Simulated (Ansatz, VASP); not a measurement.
## Two plane-wave programs on Cd3Pd

```
Cd Pd
1.0
     4.18744    0.00000    0.00000
     0.00000    4.18744    0.00000
     0.00000    0.00000    4.25088
Cd Pd
3 1
Direct
  0.00000 0.50000 0.50000
  0.50000 0.00000 0.50000
  0.50000 0.50000 0.00000
  0.00000 0.00000 0.00000
```

Alike in both runs: task single point; functional LDA; k mesh 8 × 8 × 8; occupations methfessel-paxton of order 1, width 0.1 eV; no spin polarisation.

|  | VASP | Ansatz |
| --- | --- | --- |
| version | VASP 6.6.1 | Ansatz 0.2.0 |
| potentials or method | VASP PAW LDA potentials, release 64 (Cd, Pd), cutoff 520 eV | plane waves, PAW |
| valence electrons in the cell | 46 | 78 |

Ansatz gave:

| Property | Result |
| --- | --- |
| pressure (GPa) | -7.2 |
| traceless stress, the component that is largest in VASP (GPa) | -0.25 |

**Question.** Which values does VASP return?

**Answer.** Pressure (GPa): -6.4; traceless stress, the component that is largest in VASP (GPa): -0.27.

LDA's correlation is that of Perdew and Zunger in VASP and of Perdew and Wang (1992) in Ansatz. VASP's potentials hold 46 valence electrons a cell and Ansatz's 78, so a difference there can come from the potentials and not from the codes. Ansatz's warnings: stress scf threshold loose.
